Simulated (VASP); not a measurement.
# H16SO10 in VASP: notebook

H16SO10 is run at these levels: PBE+D3(BJ); tasks: single point.

Program: VASP 6.6.1. These are calculated values, not measurements. Logs are shortened: lines on timing, memory, paths and dates and some standing lists are left out, and cuts for length are marked.

## (1) The cell of the first run

The cell holds a disordered packing, 27 atoms: a = 7.016 Å, b = 7.016 Å, c = 7.016 Å, α = 90.00°, β = 90.00°, γ = 90.00°.

## (2) Single point, PBE+D3(BJ)

Contents of INCAR:

```
PREC = Accurate
ENCUT = 520
EDIFF = 1E-6
ISMEAR = -1
SIGMA = 0.02
LREAL = False
LASPH = True
NELM = 120
ALGO = Normal
ISIF = 2
LWAVE = False
LCHARG = True
GGA = PE
IVDW = 12
LELF = True
LVHAR = True
NBANDS = 60
GGA_COMPAT = False
```

Contents of KPOINTS:

```
regular mesh
0
Gamma
  1 1 1
```

Contents of POSCAR:

```
H16SO10
1.0
    7.0162890000      0.0000000000      0.0000000000
    0.0000000000      7.0162890000      0.0000000000
    0.0000000000      0.0000000000      7.0162890000
O H S
10 16 1
Direct
    0.4151767409      0.1533004128      1.0673021023
    0.3784906808     -0.2742190352      0.1942052273
   -0.2574865431      0.1302112841      0.8535281258
    1.1300703264     -0.0147656404      0.4528177217
    1.1318518949      0.5194341339      0.4622386564
    0.4812943138      0.5909961805      0.8687783528
    0.7030497176      0.4856983514      0.3589504366
    0.9368770300      0.5642156416      0.7738278740
    0.4487842505      1.1884915231      0.4725575016
    0.6975767389      0.9093553587      0.4848004408
    0.3929997752      0.0765789437      0.9528113793
    0.4702628412      0.0639226805      1.1524325751
    0.4914278759     -0.3300035104      0.2585982419
    0.2562323188     -0.3117745007      0.2619190857
   -0.1938916712      0.1458463299      0.7375693903
   -0.2529399801      0.2657245162      0.8865797860
    1.1921686806     -0.0606588469      0.3280794163
    1.0091944616     -0.0854440289      0.4083070124
    0.9966807240      0.5328457822      0.4315101616
    1.1266354621      0.4068675050      0.5318623563
    0.5169826956      0.4862542008      0.9443026078
    0.4095897418      0.6492035890      0.9599661587
    0.6643540481      0.3927147243      0.2813310569
    0.7381252397      0.4489695336      0.4872233741
    1.0704519155      0.6035954334      0.7584208689
    0.9083291752      0.6371174277      0.8734816938
    0.5176383128      0.9945000840      0.5448749332
```

Potentials or basis: VASP PAW PBE potentials, release 64 (O, H, S).

Command:

```bash
> cat potpaw_PBE.64/O/POTCAR potpaw_PBE.64/H/POTCAR potpaw_PBE.64/S/POTCAR > POTCAR
> mpirun -np 1 vasp_gam > vasp.out
```

OUTCAR:

```text
PREC = Accurate
   ENCUT = 520
   EDIFF = 1E-6
   ISMEAR = -1
   LREAL = False
   LASPH = True
   NELM = 120
   ISIF = 2
   GGA = PE
   IVDW = 12
 IVDW          = 12

 ion  position               nearest neighbor table
   1  0.415  0.153  0.067-  12 0.95  11 0.98
   2  0.378  0.726  0.194-  13 0.99  14 1.02
   3  0.743  0.130  0.854-  15 0.93  16 0.98
   4  0.130  0.985  0.453-  17 1.03  18 1.03
   5  0.132  0.519  0.462-  20 0.93  19 0.98
   6  0.481  0.591  0.869-  22 0.91  21 0.94
   7  0.703  0.486  0.359-  23 0.89  24 0.97
   8  0.937  0.564  0.774-  26 0.89  25 0.98
   9  0.449  0.188  0.473-  27 1.53
  10  0.698  0.909  0.485-  27 1.46
  11  0.393  0.077  0.953-   1 0.98
  12  0.470  0.064  0.152-   1 0.95
  13  0.491  0.670  0.259-   2 0.99
  14  0.256  0.688  0.262-   2 1.02
[... 10 lines left out ...]
  25  0.070  0.604  0.758-   8 0.98
  26  0.908  0.637  0.873-   8 0.89
  27  0.518  0.995  0.545-  10 1.46   9 1.53

  LATTYP: Found a simple cubic cell.
 ALAT       =     7.0162890000

  Lattice vectors:

 A1 = (   7.0162890000,   0.0000000000,   0.0000000000)
 A2 = (   0.0000000000,   7.0162890000,   0.0000000000)
 A3 = (   0.0000000000,   0.0000000000,   7.0162890000)

Analysis of symmetry for initial positions (statically):
=====================================================================
 Subroutine PRICEL returns:
 Original cell was already a primitive cell.

 Routine SETGRP: Setting up the symmetry group for a
 simple cubic supercell.

 Subroutine GETGRP returns: Found  1 space group operations
 (whereof  1 operations were pure point group operations)
 out of a pool of 48 trial point group operations.

The static configuration has the point symmetry C_1 .

Analysis of symmetry for dynamics (positions and initial velocities):
=====================================================================
 Subroutine PRICEL returns:
 Original cell was already a primitive cell.

 Routine SETGRP: Setting up the symmetry group for a
 simple cubic supercell.

 Subroutine GETGRP returns: Found  1 space group operations
 (whereof  1 operations were pure point group operations)
 out of a pool of 48 trial point group operations.

The dynamic configuration has the point symmetry C_1 .

 Subroutine INISYM returns: Found  1 space group operations
 (whereof  1 operations are pure point group operations),
 and found     1 'primitive' translations

----------------------------------------------------------------------------------------

                                     Primitive cell

  volume of cell :     345.4001

  direct lattice vectors                    reciprocal lattice vectors
     7.016289000  0.000000000  0.000000000     0.142525486  0.000000000  0.000000000
     0.000000000  7.016289000  0.000000000     0.000000000  0.142525486  0.000000000
     0.000000000  0.000000000  7.016289000     0.000000000  0.000000000  0.142525486

  length of vectors
     7.016289000  7.016289000  7.016289000     0.142525486  0.142525486  0.142525486

  position of ions in fractional coordinates (direct lattice)
     0.415176741  0.153300413  0.067302102
     0.378490681  0.725780965  0.194205227
     0.742513457  0.130211284  0.853528126
     0.130070326  0.985234360  0.452817722
     0.131851895  0.519434134  0.462238656
     0.481294314  0.590996180  0.868778353
[... 19 lines left out ...]
     0.908329175  0.637117428  0.873481694
     0.517638313  0.994500084  0.544874933

  ion indices of the primitive-cell ions
   primitive index   ion index
                 1           1
                 2           2
                 3           3
                 4           4
                 5           5
                 6           6
[... 19 lines left out ...]
                26          26
                27          27

----------------------------------------------------------------------------------------

 KPOINTS: regular mesh

Automatic generation of k-mesh.
 Grid dimensions read from file:
 generate k-points for:    1    1    1

 Generating k-lattice:

  Cartesian coordinates                     Fractional coordinates (reciprocal lattice)
     0.142525486  0.000000000  0.000000000     1.000000000  0.000000000  0.000000000
     0.000000000  0.142525486  0.000000000     0.000000000  1.000000000  0.000000000
     0.000000000  0.000000000  0.142525486     0.000000000  0.000000000  1.000000000

  Length of vectors
     0.142525486  0.142525486  0.142525486

  Shift w.r.t. Gamma in fractional coordinates (k-lattice)
     0.000000000  0.000000000  0.000000000

 Subroutine IBZKPT returns following result:
 ===========================================

 Found      1 irreducible k-points:

 Following reciprocal coordinates:
            Coordinates               Weight
  0.000000  0.000000  0.000000      1.000000
   k-points           NKPTS =      1   k-points in BZ     NKDIM =      1   number of bands    NBANDS=     60
   number of dos      NEDOS =    301   number of ions     NIONS =     27
   total plane-waves  NPLWV = 157464
   dimension x,y,z NGX =    54 NGY =   54 NGZ =   54
   dimension x,y,z NGXF=   108 NGYF=  108 NGZF=  108
   ions per type =              10  16   1
   NGX,Y,Z   is equivalent  to a cutoff of  12.79, 12.79, 12.79 a.u.
   NGXF,Y,Z  is equivalent  to a cutoff of  25.59, 25.59, 25.59 a.u.
 SYSTEM =  unknown system
   PREC   = accura    normal or accurate (medium, high low for compatibility)
   ISTART =      0    job   : 0-new  1-cont  2-samecut
   ICHARG =      2    charge: 1-file 2-atom 10-const
   ISPIN  =      1    spin polarized calculation?
   LNONCOLLINEAR =      F non collinear calculations
   LSORBIT =      F    spin-orbit coupling
   LASPH  =      T    aspherical Exc in radial PAW
   ENCUT  =  520.0 eV  38.22 Ry    6.18 a.u.  13.05 13.05 13.05*2*pi/ulx,y,z
   NELM   =    120;   NELMIN=  2; NELMDL= -5     # of ELM steps
   EDIFF  = 0.1E-05   stopping-criterion for ELM
   LREAL  =      F    real-space projection
   EDIFFG = 0.1E-04   stopping-criterion for IOM
   NSW    =      0    number of steps for IOM
   IBRION =     -1    ionic relax: 0-MD 1-quasi-New 2-CG
   NFREE  =      0    steps in history (QN), initial steepest desc. (CG)
   ISIF   =      2    stress and relaxation
   ISYM   =      2    0-nonsym 1-usesym 2-fastsym
   POTIM  = 0.5000    time-step for ionic-motion
   TEBEG  =    0.0;   TEEND  =   0.0 temperature during run
   PSTRESS=    0.0 pullay stress
   NELECT =      82.0000    total number of electrons
   NUPDOWN=      -1.0000    fix difference up-down
   EMIN   =  10.00;   EMAX   =-10.00  energy-range for DOS
   EFERMI =   0.00;   METHOD = LEGACY
   ISMEAR =    -1;   SIGMA  =   0.02  broadening in eV -4-tet -1-fermi 0-gaus
   EFERMI_NEDOS =   21; number of points for ismear=-14 and -15
   IALGO  =     38    algorithm
   IMIX   =      4    mixing-type and parameters
     AMIX     =   0.40;   BMIX     =  1.00
     AMIX_MAG =   1.60;   BMIX_MAG =  1.00
  volume/ion in A,a.u.               =      12.79        86.33
  Fermi-wavevector in a.u.,A,eV,Ry     =   1.013690  1.915597 13.980913  1.027568
  Thomas-Fermi vector in A             =   2.146874
   LORBIT       =      0    0 simple, 1 ext, 2 COOP (PROOUT), +10 PAW based schemes
   GGA     = PE    functional components
   LHFCALC =     F    Hartree Fock is set to
   AEXX    =    0.0000 exact exchange contribution
   IVDW    =    12    specifies the selected vdW correction
   LEPSILON=     F    determine dielectric tensor
   LRPA    =     F    only Hartree local field effects (RPA)
 non-spin polarized calculation
  energy-cutoff  :      520.00
  volume of cell :      345.40
 maximum number of plane-waves:      4658
 NGX is ok and might be reduce to    54
   NGX = 27   NGY = 27   NGZ = 27

 number of electron      82.0000014 magnetization

 Free energy of the ion-electron system (eV)
  ---------------------------------------------------
  ext. energy  EPLUGINS =         0.00000000
  ---------------------------------------------------
  free energy    TOTEN  =      -130.48149541 eV

  energy without entropy =     -130.48149541  energy(sigma->0) =     -130.48149541

 E-fermi :  -3.0936     XC(G=0):  -6.3986

 val. band max:       -3.6092052803   @ k =   0.0000   0.0000   0.0000
 cond. band min:      -1.1606676881   @ k =   0.0000   0.0000   0.0000
 fundamental gap:      2.4485375922
 Fermi energy:        -3.0936495884

 k-point     1 :       0.0000    0.0000    0.0000
  band No.  band energies     occupation
      1     -24.9196      2.00000
      2     -23.0178      2.00000
      3     -22.9329      2.00000
      4     -22.8722      2.00000
      5     -22.5020      2.00000
      6     -22.4857      2.00000
[... 45 lines left out ...]
     52       5.2492      0.00000
     53       5.3887      0.00000
 [bands above 53 left out]

------------------------ aborting loop because EDIFF is reached ----------------------------------------

 Edisp (eV)   -0.94953

 E8    (eV) :    -0.2155

  FORCE on cell =-STRESS in cart. coord.  units (eV):
  Direction    XX          YY          ZZ          XY          YZ          ZX
  --------------------------------------------------------------------------------------
  -------------------------------------------------------------------------------------
  Total       0.18007     3.50402     9.41942    -0.90126     4.21260    -5.65027
  in kB       0.83529    16.25382    43.69307    -4.18059    19.54063   -26.20943
  external pressure =       20.26 kB  Pullay stress =        0.00 kB

 VOLUME and BASIS-vectors are now :
 -----------------------------------------------------------------------------
  energy-cutoff  :      520.00
  volume of cell :      345.40
      direct lattice vectors                 reciprocal lattice vectors
     7.016289000  0.000000000  0.000000000     0.142525486  0.000000000  0.000000000
     0.000000000  7.016289000  0.000000000     0.000000000  0.142525486  0.000000000
     0.000000000  0.000000000  7.016289000     0.000000000  0.000000000  0.142525486

 POSITION                                       TOTAL-FORCE (eV/Angst)
 -----------------------------------------------------------------------------------
      2.91300      1.07560      0.47221        -0.785753      0.724945     -1.039942
      2.65560      5.09229      1.36260        -1.142435      0.410286      0.790002
      5.20969      0.91360      5.98860        -0.652633      0.589618      1.280520
      0.91261      6.91269      3.17710        -1.482311     -2.321243     -3.224939
      0.92511      3.64450      3.24320        -0.332115      1.979265     -1.575353
      3.37690      4.14660      6.09560         1.840343     -0.831469     -3.734022
[... 19 lines left out ...]
      6.37310      4.47020      6.12860        -2.235182      3.109513      4.518750
      3.63190      6.97770      3.82300        -1.451900      2.345205     -0.132628
 -----------------------------------------------------------------------------------
    total drift:                                0.000425     -0.000527     -0.000225

  FREE ENERGIE OF THE ION-ELECTRON SYSTEM (eV)
  ---------------------------------------------------
  free  energy   TOTEN  =      -131.4310244990 eV

  energy  without entropy=     -131.4310244990  energy(sigma->0) =     -131.43102450
```

It took 29 s on 1 thread of Intel Xeon 6975P-C (Granite Rapids), shared host; peak memory 0.4 GiB.

What came out:

```yaml
Free_energy: -131.4310 eV
Pressure: 2.0 GPa
Largest_force: 5.924 eV/Å
Dispersion_energy_per_atom: -0.035 eV
```

Forces in eV/Å, atoms in the order of the input:
```
O   -0.786  0.725 -1.040
O   -1.142  0.410  0.790
O   -0.653  0.590  1.281
O   -1.482 -2.321 -3.225
O   -0.332  1.979 -1.575
O    1.840 -0.831 -3.734
O    1.936  5.045  2.428
O    1.964 -2.657 -3.607
O    1.915 -3.010  0.862
O   -0.091  0.600 -0.382
H    0.157  0.322  0.241
H    0.471 -0.813  0.768
H   -0.771 -0.130  0.259
H    1.899 -0.500 -0.172
H    1.480 -0.564 -2.204
H   -0.354 -0.099  0.671
H    0.365  1.370  1.616
H    0.608  1.171  1.672
H    0.021  0.348 -0.289
H    0.663 -2.315  1.164
H    0.634 -1.982  0.498
H   -2.384  2.508  2.726
H   -1.521 -4.370 -2.388
H   -0.603 -0.410 -0.034
H   -0.148 -0.521 -0.713
H   -2.235  3.110  4.519
S   -1.452  2.345 -0.133
```

Levels at points of the mesh, in eV from the Fermi level:
```tsv
k point	band 39	band 40	band 41	band 42	band 43	band 44
(0.00, 0.00, 0.00)	-0.71	-0.61	-0.52	1.93	3.91	5.62
```

Caveat: the k points lie up to 0.90 Å⁻¹ apart; the atoms stand as in a frame of molecular dynamics.

## (3) Single point, PBE+D3(BJ)

Contents of INCAR:

```
SYSTEM = H16SO10
  PREC = Accurate
  ENCUT = 520
  EDIFF = 1E-6
  ISMEAR = -1
  SIGMA = 0.02
  LREAL = .FALSE.
  LASPH = .TRUE.
  NELM = 120
  ALGO = Normal
  ISIF = 2
  LWAVE = .FALSE.
  LCHARG = .FALSE.
  GGA = PE
  IVDW = 12
  NBANDS = 60
  GGA_COMPAT = .FALSE.
```

Contents of KPOINTS:

```
regular mesh
0
G
  1 1 1
  0 0 0
```

Contents of POSCAR:

```
H16SO10
1.0
    7.0162890000      0.0000000000      0.0000000000
    0.0000000000      7.0162890000      0.0000000000
    0.0000000000      0.0000000000      7.0162890000
O H S
10 16 1
Direct
    0.3614873903      0.0559555058      1.0620286593
    0.4070670407     -0.2561040459      0.3076555142
   -0.3026243645      0.0285906125      0.8546398246
    1.0714923516     -0.0211222770      0.4194097478
    1.2501195433      0.4919409677      0.4950480232
    0.4543427444      0.5139754078      0.8145759104
    0.7063848140      0.4609844321      0.3089810012
    0.9094836316      0.5395587325      0.8616948361
    0.4737832207      1.1925249943      0.5750048209
    0.7000139247      0.9360361296      0.4471737125
    0.2850224670      0.1292706158      0.9811454460
    0.3103349933     -0.0145375996      1.1558104291
    0.4980553110     -0.3408069422      0.2357656590
    0.3854031668     -0.3474343773      0.4143785981
   -0.2074030873      0.1121390524      0.9067756474
   -0.3941542317      0.0182147571      0.9624746073
    1.0836070179     -0.1531436348      0.3957220120
    0.9588117023      0.0028790148      0.4875084250
    1.2377198260      0.3710651029      0.4256096064
    1.2752610390      0.4562098283      0.6267700775
    0.5710568650      0.4700490530      0.8585735280
    0.4611697152      0.6513414713      0.8416842579
    0.6572277738      0.3487171067      0.3481470048
    0.6700408150      0.5656408965      0.4010809703
    0.9475664415      0.5265889133      0.7428428333
    0.9233086037      0.6840938279      0.8631913537
    0.5285700176      0.9968660071      0.5712706532
```

Potentials or basis: VASP PAW PBE potentials, release 64 (O, H, S).

Command:

```bash
> cat potpaw_PBE.64/O/POTCAR potpaw_PBE.64/H/POTCAR potpaw_PBE.64/S/POTCAR > POTCAR
> mpirun -np 1 vasp_gam > vasp.out
```

Run time: 25 s. Hardware: 1 thread of Intel Xeon 6975P-C (Granite Rapids), shared host; peak memory 0.4 GiB.

The run converged. Its results:

```yaml
Free_energy: -131.9376 eV
Pressure: 2.8 GPa
Largest_force: 6.949 eV/Å
Dispersion_energy_per_atom: -0.035 eV
```

Forces on the atoms (eV/Å):
```
O    4.297  1.672 -2.823
O    0.897 -0.750 -0.913
O   -0.127 -0.717  0.991
O    2.328  1.490 -0.624
O   -1.114 -0.653  0.076
O   -2.145  1.702 -0.396
O    1.607  5.225 -0.861
O   -1.643  3.104  5.504
O   -0.094  1.191 -0.546
O   -2.518  1.673  2.438
H   -1.506  0.784 -0.518
H   -2.534 -2.518  3.358
H   -0.627  1.019  0.077
H   -0.978  0.092 -0.194
H    0.687  0.623 -0.056
H   -0.430  0.041 -0.326
H   -0.072 -1.438 -0.125
H   -1.778 -0.055  0.541
H    0.023  0.402  0.175
H    0.516 -0.085  0.227
H    2.465 -1.069  0.806
H   -0.226 -0.447 -0.066
H   -1.894 -3.651  1.718
H    0.533 -1.543 -0.760
H    1.999 -1.555 -6.471
H   -0.463 -1.605  0.803
S    2.796 -2.932 -2.037
```

Stress tensor (GPa, compression positive):
```
 2.74  1.60  0.29
 1.60  2.04 -2.63
 0.29 -2.63  3.68
```

Levels at points of the mesh, in eV from the Fermi level:
| k point | band 37 | band 38 | band 39 | band 40 | band 41 | band 42 | band 43 | band 44 | band 45 | band 46 |
| --- | --- | --- | --- | --- | --- | --- | --- | --- | --- | --- |
| (0.00, 0.00, 0.00) | -1.45 | -1.37 | -1.21 | -1.04 | -0.58 | 2.23 | 3.63 | 5.69 | 6.04 | 6.45 |

Caveat: the k points lie up to 0.90 Å⁻¹ apart; the atoms stand as in a frame of molecular dynamics.
